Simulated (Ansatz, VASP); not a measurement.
**Two plane-wave programs on SiO2**

The input INCAR:

```
SYSTEM = SiO2
  ALGO = Normal
  EDIFF = 1E-6
  ENCUT = 520
  GGA = PE
  ISIF = 2
  ISMEAR = 0
  LASPH = .TRUE.
  LCHARG = .TRUE.
  LELF = .TRUE.
  LREAL = .FALSE.
  LVHAR = .TRUE.
  LWAVE = .FALSE.
  NBANDS = 25
  NELM = 80
  PREC = Accurate
  SIGMA = 0.05
```

Contents of KPOINTS:

```
k-points
0
G
  6 6 10
  0 0 0
```

Contents of POSCAR:

```
SiO2
1.0
    4.2034803330      0.0000000000      0.0000000000
    0.0000000000      4.2034803330      0.0000000000
    0.0000000000      0.0000000000      2.5128405431
Si O
2 4
Direct
    0.5000000000      0.5000000000      0.5000000000
    0.0000000000      0.0000000000      0.0000000000
    0.6930127928      0.6930127928      0.0000000000
    0.1930127928      0.8069872072      0.5000000000
    0.3069872072      0.3069872072      0.0000000000
    0.8069872072      0.1930127928      0.5000000000
```

Input for Ansatz:

```yaml
crystal:
  lattice:
    - [4.203480333, 0.0, 0.0]
    - [0.0, 4.203480333, 0.0]
    - [0.0, 0.0, 2.5128405431]
  atoms:
    - { symbol: Si, position: [0.5, 0.5, 0.5] }
    - { symbol: Si, position: [0.0, 0.0, 0.0] }
    - { symbol: O, position: [0.6930127928, 0.6930127928, 0.0] }
    - { symbol: O, position: [0.1930127928, 0.8069872072, 0.5] }
    - { symbol: O, position: [0.3069872072, 0.3069872072, 0.0] }
    - { symbol: O, position: [0.8069872072, 0.1930127928, 0.5] }
basis:
  ecutwfc: 520.0
kpoints:
  mp_grid: { grid: [6, 6, 10] }
hamiltonian:
  xc: pbe
  pseudopotentials: { kind: paw, azcp: { folder: soft_1 } }
scf:
  occupations: { method: gaussian, width: 0.05 }
output:
  forces: true
  stress: true
  eigenvalues: true
```

Alike in both runs: task single point; functional PBE; k mesh 6 × 6 × 10; occupations gaussian, width 0.05 eV; no spin polarisation.

|  | VASP | Ansatz |
| --- | --- | --- |
| version | VASP 6.6.1 | Ansatz 0.2.0 |
| potentials or method | VASP PAW PBE potentials, release 64 (Si, O), cutoff 520 eV | scalar-relativistic, plane waves, PAW |
| valence electrons in the cell | 32 | 32 |

```tsv
	VASP	Ansatz	Ansatz less VASP
gap on the k mesh at the Fermi level (eV)	6.72	6.74	+0.020
least direct gap on the mesh (eV)	6.72	6.74	+0.020
rms of the force components (eV/Å)	0.208	0.187	-0.0211
```

Atom by atom the forces differ by 0.021 eV/Å (rms over components). With one functional, cell and mesh, what is left measures potentials, basis and numerics.
